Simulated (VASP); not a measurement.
# CuSi16 (a cell with a defect) in VASP: further runs

CuSi16 (a cell with a defect) is run at these levels: PBE; tasks: single point.

Program: VASP 6.6.1. These are calculated values, not measurements. Logs are shortened: lines on timing, memory, paths and dates and some standing lists are left out, and cuts for length are marked.

## Step 1: The cell of the first run

The cell holds a defect, 17 atoms: a = 7.679 Å, b = 7.679 Å, c = 7.679 Å, α = 60.00°, β = 60.00°, γ = 60.00°.

## Step 2: Single point, PBE

File INCAR:

```
ALGO = Normal ; EDIFF = 1E-6
ENCUT = 520 ; GGA = PE
ISIF = 2 ; ISMEAR = 0
LASPH = T ; LCHARG = F
LREAL = Auto ; LWAVE = F
NBANDS = 52 ; NELECT = 74.0
NELM = 80 ; PREC = Accurate
SIGMA = 0.05
```

File KPOINTS:

```
k-points
0
Gamma
  2 2 2
```

File POSCAR:

```
CuSi16
1.0
    0.0000000000      5.4300000000      5.4300000000
    5.4300000000      0.0000000000      5.4300000000
    5.4300000000      5.4300000000      0.0000000000
Si Cu
16 1
Direct
    0.0056012891      0.0050955801     -0.0119401473
    0.1277526703      0.1272163904      0.1153314917
   -0.0106006446     -0.0112971455      0.4876980663
    0.1094762431      0.1089018416      0.6195767956
    0.0090076427      0.5004472376      0.0003395028
    0.1448365562      0.6133113260      0.1225492634
    0.0111039595      0.4795997238      0.5065665746
    0.1239354512      0.6154604972      0.6289466851
    0.5010325967      0.0084077348      0.0002804788
    0.6138527624      0.1442651013      0.1225302947
    0.4802379374      0.0105298343      0.5065348066
    0.6161406077      0.1233441068      0.6288864641
    0.5155875691      0.5149682320      0.0093927256
    0.6356343462      0.6350825967      0.1413402394
    0.4971864641      0.4965470534      0.5137262431
    0.6192581031      0.6187146409      0.6408325046
    0.8139228361      0.8133443831      0.3159694291
```

Potentials or basis: VASP PAW PBE potentials, release 64 (Si, Cu).

On the command line:

```
$ cat potpaw_PBE.64/Si/POTCAR potpaw_PBE.64/Cu/POTCAR > POTCAR
$ mpirun -np 1 vasp_std > vasp.out
```

OUTCAR:

```text
EDIFF = 1E-6
   ENCUT = 520
   GGA = PE
   ISIF = 2
   ISMEAR = 0
   LASPH = T
   LREAL = Auto
   NELECT = 74.0
   NELM = 80
   PREC = Accurate

 ion  position               nearest neighbor table
   1  0.006  0.005  0.988-   4 2.32   2 2.33  17 2.33  10 2.46   6 2.46
   2  0.128  0.127  0.115-   1 2.33   5 2.34   3 2.34   9 2.34
   3  0.989  0.989  0.488-   4 2.33   2 2.34   8 2.35  12 2.35
   4  0.109  0.109  0.620-   1 2.32   3 2.33   7 2.34  11 2.34
   5  0.009  0.500  0.000-   6 2.33   8 2.33   2 2.34  14 2.35
   6  0.145  0.613  0.123-   5 2.33  13 2.34  17 2.37   7 2.41   1 2.46
   7  0.011  0.480  0.507-   8 2.33   4 2.34  17 2.36   6 2.41  16 2.46
   8  0.124  0.615  0.629-   7 2.33   5 2.33  15 2.34   3 2.35
   9  0.501  0.008  0.000-  10 2.33  12 2.33   2 2.34  14 2.35
  10  0.614  0.144  0.123-   9 2.33  13 2.34  17 2.37  11 2.41   1 2.46
  11  0.480  0.011  0.507-  12 2.33   4 2.34  17 2.36  10 2.41  16 2.46
  12  0.616  0.123  0.629-  11 2.33   9 2.33  15 2.34   3 2.35
  13  0.516  0.515  0.009-  16 2.32  14 2.33  10 2.34   6 2.34
  14  0.636  0.635  0.141-  13 2.33  15 2.34   9 2.35   5 2.35
  15  0.497  0.497  0.514-  16 2.33  12 2.34   8 2.34  14 2.34
  16  0.619  0.619  0.641-  13 2.32  15 2.33  17 2.34  11 2.46   7 2.46
  17  0.814  0.813  0.316-   1 2.33  16 2.34  11 2.36   7 2.36   6 2.37  10 2.37

  LATTYP: Found a face centered cubic cell.
 ALAT       =    10.8600000000

  Lattice vectors:

 A1 = (   0.0000000000,   5.4300000000,   5.4300000000)
 A2 = (   5.4300000000,   0.0000000000,   5.4300000000)
 A3 = (   5.4300000000,   5.4300000000,   0.0000000000)

Analysis of symmetry for initial positions (statically):
=====================================================================
 Subroutine PRICEL returns:
 Original cell was already a primitive cell.

 Routine SETGRP: Setting up the symmetry group for a
 face centered cubic supercell.

 Subroutine GETGRP returns: Found  1 space group operations
 (whereof  1 operations were pure point group operations)
 out of a pool of 48 trial point group operations.

The static configuration has the point symmetry C_1 .

Analysis of symmetry for dynamics (positions and initial velocities):
=====================================================================
 Subroutine PRICEL returns:
 Original cell was already a primitive cell.

 Routine SETGRP: Setting up the symmetry group for a
 face centered cubic supercell.

 Subroutine GETGRP returns: Found  1 space group operations
[... 122 lines left out ...]
   ISIF   =      2    stress and relaxation
   ISYM   =      2    0-nonsym 1-usesym 2-fastsym
   POTIM  = 0.5000    time-step for ionic-motion
   TEBEG  =    0.0;   TEEND  =   0.0 temperature during run
   PSTRESS=    0.0 pullay stress
   NELECT =      74.0000    total number of electrons
   NUPDOWN=      -1.0000    fix difference up-down
   EMIN   =  10.00;   EMAX   =-10.00  energy-range for DOS
   EFERMI =   0.00;   METHOD = LEGACY
   ISMEAR =     0;   SIGMA  =   0.05  broadening in eV -4-tet -1-fermi 0-gaus
   EFERMI_NEDOS =   21; number of points for ismear=-14 and -15
   IALGO  =     38    algorithm
   IMIX   =      4    mixing-type and parameters
     AMIX     =   0.40;   BMIX     =  1.00
     AMIX_MAG =   1.60;   BMIX_MAG =  1.00
  volume/ion in A,a.u.               =      18.84       127.11
  Fermi-wavevector in a.u.,A,eV,Ry     =   1.004636  1.898488 13.732283  1.009294
  Thomas-Fermi vector in A             =   2.137265
   LORBIT       =      0    0 simple, 1 ext, 2 COOP (PROOUT), +10 PAW based schemes
   GGA     = PE    functional components
   LHFCALC =     F    Hartree Fock is set to
   AEXX    =    0.0000 exact exchange contribution
   IVDW    =     0    specifies the selected vdW correction
   LEPSILON=     F    determine dielectric tensor
   LRPA    =     F    only Hartree local field effects (RPA)
 non-spin polarized calculation
 Gauss-broadening in eV      SIGMA  =   0.05
  energy-cutoff  :      520.00
  volume of cell :      320.21
 maximum number of plane-waves:      8646
 NGX is ok and might be reduce to    60
   NGX = 29   NGY = 29   NGZ = 29

 number of electron      74.0000003 magnetization

 Free energy of the ion-electron system (eV)
  ---------------------------------------------------
  ext. energy  EPLUGINS =         0.00000000
  ---------------------------------------------------
  free energy    TOTEN  =       -94.17053736 eV

  energy without entropy =      -94.16997187  energy(sigma->0) =      -94.17025461

 E-fermi :   6.4012     XC(G=0):  -9.6166

 val. band max:        6.3194454736   @ k =   0.0000   0.0000   0.0000
 cond. band min:       6.4813688553   @ k =   0.0000   0.0000   0.0000
 fundamental gap:      0.1619233817
 Fermi energy:         6.4012474821

 k-point     1 :       0.0000    0.0000    0.0000
  band No.  band energies     occupation
      1      -5.9004      2.00000
      2      -3.5543      2.00000
      3      -3.5188      2.00000
      4      -3.4849      2.00000
      5      -3.4697      2.00000
      6      -1.9438      2.00000
[... 405 lines left out ...]
     48      10.4265      0.00000
     49      10.4537      0.00000
 [bands above 49 left out]

------------------------ aborting loop because EDIFF is reached ----------------------------------------

  FORCE on cell =-STRESS in cart. coord.  units (eV):
  Direction    XX          YY          ZZ          XY          YZ          ZX
  --------------------------------------------------------------------------------------
  -------------------------------------------------------------------------------------
  Total       -1.2497595     -1.2562209     -0.8623190      1.1719889      0.0488114      0.0658089
  in kB       -6.2532750     -6.2856056     -4.3146846      5.8641434      0.2442320      0.3292801
  external PRESSURE =      -5.6178551 kB  Pullay stress =       0.0000000 kB

 VOLUME and BASIS-vectors are now :
 -----------------------------------------------------------------------------
  energy-cutoff  :      520.00
  volume of cell :      320.21
      direct lattice vectors                 reciprocal lattice vectors
     0.000000000  5.430000000  5.430000000    -0.092081031  0.092081031  0.092081031
     5.430000000  0.000000000  5.430000000     0.092081031 -0.092081031  0.092081031
     5.430000000  5.430000000  0.000000000     0.092081031  0.092081031 -0.092081031

 POSITION                                       TOTAL-FORCE (eV/Angst)
 -----------------------------------------------------------------------------------
      5.39283      5.39558      0.05808        -0.012773     -0.012275      0.025850
      1.31703      1.31995      1.38448         0.001437      0.004892     -0.007652
      8.01686      8.02064     10.74109         0.004299      0.001963     -0.001063
      3.95564      3.95876      1.18579        -0.005380     -0.001296     -0.005409
      2.71927      0.05076      2.76634        -0.002924     -0.004657     -0.008752
      3.99572      1.45191      4.11674        -0.005277      0.011034      0.007777
[... 9 lines left out ...]
      6.83934      6.84229      6.72219         0.009003      0.010381     -0.012815
      6.13217      6.13532      8.83606         0.011089      0.012414      0.005255
 -----------------------------------------------------------------------------------
    total drift:                               -0.002744     -0.005458     -0.006414

  FREE ENERGIE OF THE ION-ELECTRON SYSTEM (eV)
  ---------------------------------------------------
  free  energy   TOTEN  =       -94.1705373580 eV

  energy  without entropy=      -94.1699718694  energy(sigma->0) =      -94.17025461
```

Wall time 2.6 min (1 thread of Intel Xeon 6975P-C (Granite Rapids), shared host); peak memory 0.49 GiB.

Results:

```
Free energy   : -94.1705 eV
Largest force : 0.031 eV/Å
```

Forces on the atoms (eV/Å):
```
Si  -0.013 -0.012  0.026
Si   0.001  0.005 -0.008
Si   0.004  0.002 -0.001
Si  -0.005 -0.001 -0.005
Si  -0.003 -0.005 -0.009
Si  -0.005  0.011  0.008
Si  -0.006  0.010 -0.008
Si   0.006 -0.002  0.013
Si   0.000 -0.003 -0.008
Si   0.009 -0.004  0.006
Si   0.014 -0.010 -0.012
Si  -0.004  0.008  0.012
Si  -0.004 -0.008  0.000
Si  -0.006 -0.003 -0.004
Si  -0.008 -0.010 -0.001
Si   0.009  0.010 -0.013
Cu   0.011  0.012  0.005
```

Caveat: the k points lie up to 0.50 Å⁻¹ apart; the cell carries a net charge on a neutralising background, which shifts energy and pressure; the cell is charged against a uniform background, so pressure and absolute levels hang on convention.

## Step 3: Single point, PBE

File INCAR:

```
PREC = Accurate ; ENCUT = 520
EDIFF = 1E-6 ; ISMEAR = 0
SIGMA = 0.05 ; LREAL = Auto
LASPH = T ; NELM = 80
ALGO = Normal ; ISIF = 2
LWAVE = F ; LCHARG = F
GGA = PE ; NELECT = 74.0
NBANDS = 52
```

File KPOINTS:

```
Automatic mesh
0
Gamma
  2 2 2
```

File POSCAR:

```
CuSi16
1.0
    0.0000000000      5.4300000000      5.4300000000
    5.4300000000      0.0000000000      5.4300000000
    5.4300000000      5.4300000000      0.0000000000
Si Cu
16 1
Direct
   -0.0110496317     -0.0110170350      0.0337571823
    0.1273865562      0.1274677716      0.1291189687
    0.0054095764      0.0055235727      0.5005596685
    0.1090709024      0.1091051565      0.6617263352
    0.0085726519      0.5006894107     -0.0100453959
    0.1236656538      0.6157938306      0.1311910681
    0.0108340700      0.4797976059      0.5022432781
    0.1444545120      0.6135712707      0.6188942910
    0.5006190608      0.0086687845     -0.0100566298
    0.6157567219      0.1237257827      0.1311832413
    0.4797575506      0.0109164825      0.5022266114
    0.6135028545      0.1445647330      0.6188750460
    0.4968934622      0.4969442910     -0.0079262431
    0.6353307551      0.6354313076      0.0874662983
    0.5151851750      0.5153035912      0.4595485267
    0.6189101289      0.6189602210      0.6206220994
    0.8122615101      0.8123351750      0.5602023941
```

Potentials or basis: VASP PAW PBE potentials, release 64 (Si, Cu).

On the command line:

```
$ cat potpaw_PBE.64/Si/POTCAR potpaw_PBE.64/Cu/POTCAR > POTCAR
$ mpirun -np 1 vasp_std > vasp.out
```

Wall time 3.2 min (1 thread of Intel Xeon 6975P-C (Granite Rapids), shared host); peak memory 0.5 GiB.

It converged, with:

- Free energy: -94.1703 eV
- Largest force: 0.011 eV/Å

Forces in eV/Å, atoms in the order of the input:
```
Si  -0.001 -0.001  0.000
Si   0.001  0.001  0.003
Si   0.004  0.005  0.002
Si  -0.006 -0.006  0.005
Si   0.001 -0.004  0.000
Si  -0.003  0.002  0.001
Si  -0.002  0.003 -0.005
Si  -0.005  0.006  0.005
Si  -0.004  0.001  0.000
Si   0.001 -0.003  0.000
Si   0.003 -0.002 -0.006
Si   0.007 -0.006  0.005
Si   0.003  0.002  0.002
Si   0.004  0.004 -0.002
Si   0.003  0.004 -0.004
Si  -0.005 -0.006 -0.008
Cu  -0.001 -0.001  0.002
```

Levels at points of the mesh, in eV from the Fermi level:
```csv
k point,band 35,band 36,band 37,band 38,band 39,band 40
"(0.00, 0.00, 0.00)",-0.50,-0.09,-0.09,0.08,0.13,0.55
"(0.50, 0.00, 0.00)",-0.99,-0.91,-0.73,0.69,1.03,1.09
"(0.00, 0.50, 0.00)",-0.99,-0.91,-0.73,0.69,1.03,1.09
"(0.00, 0.00, 0.50)",-0.91,-0.59,-0.43,0.59,0.99,1.47
"(0.50, 0.50, 0.50)",-0.97,-0.90,-0.67,0.70,1.04,1.12
"(0.50, 0.50, 0.00)",-1.48,-1.46,-1.11,0.74,0.81,1.88
"(0.00, 0.50, 0.50)",-1.47,-1.44,-1.17,0.74,0.83,1.89
"(0.50, 0.00, 0.50)",-1.47,-1.44,-1.17,0.74,0.83,1.89
```

Caveat: the k points lie up to 0.50 Å⁻¹ apart; the cell carries a net charge on a neutralising background, which shifts energy and pressure; the cell is charged against a uniform background, so pressure and absolute levels hang on convention.
